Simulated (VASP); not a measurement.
# Zr (Fm-3m) in VASP: single point with PBE

Aim: the single point of Zr with PBE.

Everything below comes from runs of VASP 6.6.1. Logs are shortened: lines on timing, memory, paths and dates and some standing lists are left out, and cuts for length are marked.

## Step 1: The cell of the first run

Symmetry: Fm-3m, No. 225, cubic system. Conventional cell: a = 4.730 Å, b = 4.730 Å, c = 4.730 Å, α = 90.00°, β = 90.00°, γ = 90.00°. Zr (site symmetry m-3m) has 12 Zr at 3.34 Å within 4.4 Å.

## Step 2: Single point, PBE

File INCAR:

```
SYSTEM = Zr
ALGO = Normal ; EDIFF = 1E-6
ENCUT = 520 ; GGA = PE
ISIF = 2 ; ISMEAR = 0
LASPH = .True. ; LCHARG = .False.
LREAL = .False. ; LWAVE = .False.
NBANDS = 12 ; NELM = 100
PREC = Accurate ; SIGMA = 0.15
```

File KPOINTS:

```
k-points
0
Gamma
  11 11 11
  0 0 0
```

File POSCAR:

```
Zr
1.0
    0.0000000000      2.3650000000      2.3650000000
    2.3650000000      0.0000000000      2.3650000000
    2.3650000000      2.3650000000      0.0000000000
Zr
1
Direct
    0.5000000000      0.5000000000      0.5000000000
```

Potentials or basis: VASP PAW PBE potentials, release 64 (Zr_sv).

The run is started by

```console
$ cat potpaw_PBE.64/Zr_sv/POTCAR > POTCAR
$ mpirun -np 1 vasp_std > vasp.out
```

OUTCAR:

```text
SYSTEM = Zr
   EDIFF = 1E-6
   ENCUT = 520
   GGA = PE
   ISIF = 2
   ISMEAR = 0
   LASPH = .True.
   LREAL = .False.
   NELM = 100
   PREC = Accurate

 ion  position               nearest neighbor table
   1  0.500  0.500  0.500-

  LATTYP: Found a face centered cubic cell.
 ALAT       =     4.7300000000

  Lattice vectors:

 A1 = (   0.0000000000,   2.3650000000,   2.3650000000)
 A2 = (   2.3650000000,   0.0000000000,   2.3650000000)
 A3 = (   2.3650000000,   2.3650000000,   0.0000000000)

Analysis of symmetry for initial positions (statically):
=====================================================================
 Subroutine PRICEL returns:
 Original cell was already a primitive cell.

 Routine SETGRP: Setting up the symmetry group for a
 face centered cubic supercell.

 Subroutine GETGRP returns: Found 48 space group operations
 (whereof 48 operations were pure point group operations)
 out of a pool of 48 trial point group operations.

The static configuration has the point symmetry O_h .

Analysis of symmetry for dynamics (positions and initial velocities):
=====================================================================
 Subroutine PRICEL returns:
 Original cell was already a primitive cell.

 Routine SETGRP: Setting up the symmetry group for a
 face centered cubic supercell.

 Subroutine GETGRP returns: Found 48 space group operations
 (whereof 48 operations were pure point group operations)
 out of a pool of 48 trial point group operations.

The dynamic configuration has the point symmetry O_h .

 Subroutine INISYM returns: Found 48 space group operations
 (whereof 48 operations are pure point group operations),
 and found     1 'primitive' translations

----------------------------------------------------------------------------------------

                                     Primitive cell

  volume of cell :      26.4560

  direct lattice vectors                    reciprocal lattice vectors
     0.000000000  2.365000000  2.365000000    -0.211416490  0.211416490  0.211416490
     2.365000000  0.000000000  2.365000000     0.211416490 -0.211416490  0.211416490
     2.365000000  2.365000000  0.000000000     0.211416490  0.211416490 -0.211416490

  length of vectors
     3.344615075  3.344615075  3.344615075     0.366184103  0.366184103  0.366184103

  position of ions in fractional coordinates (direct lattice)
     0.500000000  0.500000000  0.500000000

[... 75 lines left out ...]
   EDIFF  = 0.1E-05   stopping-criterion for ELM
   LREAL  =      F    real-space projection
   EDIFFG = 0.1E-04   stopping-criterion for IOM
   NSW    =      0    number of steps for IOM
   IBRION =     -1    ionic relax: 0-MD 1-quasi-New 2-CG
   NFREE  =      0    steps in history (QN), initial steepest desc. (CG)
   ISIF   =      2    stress and relaxation
   ISYM   =      2    0-nonsym 1-usesym 2-fastsym
   POTIM  = 0.5000    time-step for ionic-motion
   TEBEG  =    0.0;   TEEND  =   0.0 temperature during run
   PSTRESS=    0.0 pullay stress
   NELECT =      12.0000    total number of electrons
   NUPDOWN=      -1.0000    fix difference up-down
   EMIN   =  10.00;   EMAX   =-10.00  energy-range for DOS
   EFERMI =   0.00;   METHOD = LEGACY
   ISMEAR =     0;   SIGMA  =   0.15  broadening in eV -4-tet -1-fermi 0-gaus
   EFERMI_NEDOS =   21; number of points for ismear=-14 and -15
   IALGO  =     38    algorithm
   IMIX   =      4    mixing-type and parameters
     AMIX     =   0.40;   BMIX     =  1.00
     AMIX_MAG =   1.60;   BMIX_MAG =  1.00
  volume/ion in A,a.u.               =      26.46       178.53
  Fermi-wavevector in a.u.,A,eV,Ry     =   1.257846  2.376984 21.526815  1.582176
  Thomas-Fermi vector in A             =   2.391485
   LORBIT       =      0    0 simple, 1 ext, 2 COOP (PROOUT), +10 PAW based schemes
   GGA     = PE    functional components
   LHFCALC =     F    Hartree Fock is set to
   AEXX    =    0.0000 exact exchange contribution
   IVDW    =     0    specifies the selected vdW correction
   LEPSILON=     F    determine dielectric tensor
   LRPA    =     F    only Hartree local field effects (RPA)
 non-spin polarized calculation
 Gauss-broadening in eV      SIGMA  =   0.15
  energy-cutoff  :      520.00
  volume of cell :       26.46
 maximum number of plane-waves:       725
 NGX is ok and might be reduce to    28
   NGX = 13   NGY = 13   NGZ = 13

 number of electron      12.0000000 magnetization

 Free energy of the ion-electron system (eV)
  ---------------------------------------------------
  ext. energy  EPLUGINS =         0.00000000
  ---------------------------------------------------
  free energy    TOTEN  =        -8.38963201 eV

  energy without entropy =       -8.37490861  energy(sigma->0) =       -8.38227031

 E-fermi :   7.5240     XC(G=0): -10.5163

 val. band max:        7.4303564255   @ k =   0.1818   0.1818   0.0000
 cond. band min:       7.5330323914   @ k =   0.2727   0.0000   0.0000
 fundamental gap:      0.1026759659
 Fermi energy:         7.5240215302

 k-point     1 :       0.0000    0.0000    0.0000
  band No.  band energies     occupation
      1     -41.4503      2.00000
      2     -19.1074      2.00000
      3     -19.1074      2.00000
      4     -19.1074      2.00000
      5       2.2399      2.00000
      6       8.4592      0.00000
      7       8.4592      0.00000
      8       8.4592      0.00000
      9      10.4896      0.00000
     10      10.4896      0.00000
     11      17.7587      0.00000
     12      21.4550      0.00000
[... 331 lines left out ...]
 k-point    24 :      -0.1818    0.1818    0.0000
  band No.  band energies     occupation
      1     -41.3967      2.00000
      2     -19.4558      2.00000
      3     -19.2532      2.00000
      4     -19.1494      2.00000
      5       4.3296      2.00000
      6       7.2962      1.96830
      7       8.3348      0.00000
      8       9.4512      0.00000
      9       9.4738      0.00000
     10      11.6411      0.00000
     11      18.4822      0.00000
     12      20.5614      0.00000

 [... further k-points ...]
[... 5 lines left out ...]
  --------------------------------------------------------------------------------------
  -------------------------------------------------------------------------------------
  Total       -1.5858691     -1.5858691     -1.5858691     -0.0000000      0.0000000     -0.0000000
  in kB      -96.0405161    -96.0405161    -96.0405161     -0.0000000      0.0000000     -0.0000000
  external PRESSURE =     -96.0405161 kB  Pullay stress =       0.0000000 kB

 VOLUME and BASIS-vectors are now :
 -----------------------------------------------------------------------------
  energy-cutoff  :      520.00
  volume of cell :       26.46
      direct lattice vectors                 reciprocal lattice vectors
     0.000000000  2.365000000  2.365000000    -0.211416490  0.211416490  0.211416490
     2.365000000  0.000000000  2.365000000     0.211416490 -0.211416490  0.211416490
     2.365000000  2.365000000  0.000000000     0.211416490  0.211416490 -0.211416490

 POSITION                                       TOTAL-FORCE (eV/Angst)
 -----------------------------------------------------------------------------------
      2.36500      2.36500      2.36500        -0.000000      0.000000      0.000000
 -----------------------------------------------------------------------------------
    total drift:                                0.000000      0.000000      0.000000

  FREE ENERGIE OF THE ION-ELECTRON SYSTEM (eV)
  ---------------------------------------------------
  free  energy   TOTEN  =        -8.3896320077 eV

  energy  without entropy=       -8.3749086096  energy(sigma->0) =       -8.38227031
```

stdout:

```text
POSCAR found type information on POSCAR Zr
 POSCAR found :  1 types and       1 ions
 scaLAPACK will be used
 LDA part: xc-table for (Slater+PW92), standard interpolation
 POSCAR, INCAR and KPOINTS ok, starting setup
 FFT: planning ... GRIDC
 FFT: planning ... GRID_SOFT
 FFT: planning ... GRID
 WAVECAR not read
 entering main loop
```

Wall time 17 s (1 thread of AMD EPYC 7R13 (Zen 3), shared host); peak memory 0.13 GiB.

Results:

| Quantity | Value |
| --- | --- |
| Free energy | -8.3896 eV |
| Pressure | -9.6 GPa |
| Band gap on the k mesh | zero (band 6 reaches 8.46 eV, above the bottom of band 7 at 7.26 eV) |

Levels at points of the mesh, in eV from the Fermi level:
```tsv
k point	band 2	band 3	band 4	band 5	band 6	band 7	band 8	band 9	band 10	band 11
(0.00, 0.00, 0.00)	-26.63	-26.63	-26.63	-5.28	0.94	0.94	0.94	2.97	2.97	10.23
```
